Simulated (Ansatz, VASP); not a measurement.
# Two plane-wave programs on GeW

```
W Ge
1.0
     3.13466    0.00000    0.00000
     0.00000    3.13466    0.00000
     0.00000    0.00000    3.13466
W Ge
1 1
Direct
  0.00000 0.00000 0.00000
  0.50000 0.50000 0.50000
```

Alike in both runs: functional PBE; k mesh 14 × 14 × 14; occupations fermi-dirac, width 0.05 eV; no spin polarisation.

Ansatz relaxed the structure, and its values are those at the end. VASP's run is a single point on that final structure, the one shown.

|  | VASP | Ansatz |
| --- | --- | --- |
| version | VASP 6.6.1 | Ansatz 0.2.0 |
| potentials or method | VASP PAW PBE potentials, release 64 (W_sv, Ge_d) | PAW with Ansatz's default frozen-core files, scalar-relativistic |
| plane-wave cutoff (eV) | 520 | 420 |
| valence electrons in the cell | 28 | 28 |

```csv
,VASP,Ansatz,Ansatz less VASP
pressure (GPa),0.3,0.0,-0.29
```

The functional is the same, so the differences come from potentials, cutoffs and numerics.

Spin-orbit coupling is off throughout.
